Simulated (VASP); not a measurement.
Runs of VASP 6.6.1 on SrTiO3. The structure is that of space group I4/mcm (No. 140), or close to it. The cells are those of the table. 

| task | level | potentials or basis | cell | gap on the mesh (eV) | pressure (GPa) | largest force (eV/Å) |
| --- | --- | --- | --- | --- | --- | --- |
| electric field gradients | LDA | VASP PAW LDA potentials, release 64 (Sr_sv, Ti_sv, O) | a = 5.512 Å, angles 120.0, 120.0, 90.0°, 10 atoms | 1.85 | -5.6 | - |
| single point | PBE | VASP PAW PBE potentials, release 64 (Sr_sv, Ti_sv, O) | a = 5.620 Å, angles 120.0, 120.0, 90.0°, 10 atoms | 1.83 | -4.2 | 0.02 |
| single point | PBE | VASP PAW PBE potentials, release 64 (Sr_sv, Ti_sv, O) | a = 5.457 Å, angles 119.3, 119.3, 91.1°, 10 atoms | 1.96 | (c) | 0.02 |
| single point | PBE | VASP PAW PBE potentials, release 64 (Sr_sv, Ti_sv, O) | a = 5.512 Å, angles 120.0, 120.0, 90.0°, 10 atoms | 1.95 | (a) | 0.01 |
| single point | PBE | VASP PAW PBE potentials, release 64 (Sr_sv, Ti_sv, O) | a = 5.484 Å, angles 119.7, 119.7, 90.6°, 10 atoms | 1.96 | 7.9 | 0.01 |
| single point | PBE | VASP PAW PBE potentials, release 64 (Sr_sv, Ti_sv, O) | a = 5.539 Å, angles 120.3, 120.3, 89.4°, 10 atoms | 1.94 | (b) | 0.02 |

Alike in all rows: no spin polarisation; k mesh 8 × 8 × 8; cutoff (eV) 520; smearing fermi-dirac 0.02 eV.

**Question.** Estimate the missing entries.

**Answer.** (a) 5.8; (b) 3.9; (c) 10.2.

Caveats: the cell stands under pressure (at least some runs); the cell stands under tension (at least some runs); the stress differs along the axes, from 8 to 15 GPa (at least some runs).

A k mesh can miss the band edges, and the runs leave out spin-orbit coupling on Sr.
